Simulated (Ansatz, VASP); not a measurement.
BiP in VASP and in Ansatz

```
Bi P
1.0
     0.00000    3.23317    3.23317
     3.23317    0.00000    3.23317
     3.23317    3.23317    0.00000
Bi P
1 1
Direct
  0.00000 0.00000 0.00000
  0.25000 0.25000 0.25000
```

Alike in both runs: task single point; functional PBEsol; k mesh 10 × 10 × 10; occupations gaussian, width 0.05 eV; no spin polarisation.

|  | VASP | Ansatz |
| --- | --- | --- |
| version | VASP 6.6.1 | Ansatz 0.2.0 |
| potentials or method | VASP PAW PBE potentials, release 64 (Bi_d, P), cutoff 520 eV | scalar-relativistic, plane waves, PAW |
| valence electrons in the cell | 20 | 20 |

```tsv
	VASP	Ansatz	Ansatz less VASP
gap on the k mesh at the Fermi level (eV)	none	none	-
pressure (GPa)	-1.2	-1.2	+0.01
```

VASP's potentials were made for PBE, not for PBEsol. A gap of «none» marks a metal or a gap that the smearing closes.

Spin-orbit coupling is off throughout.
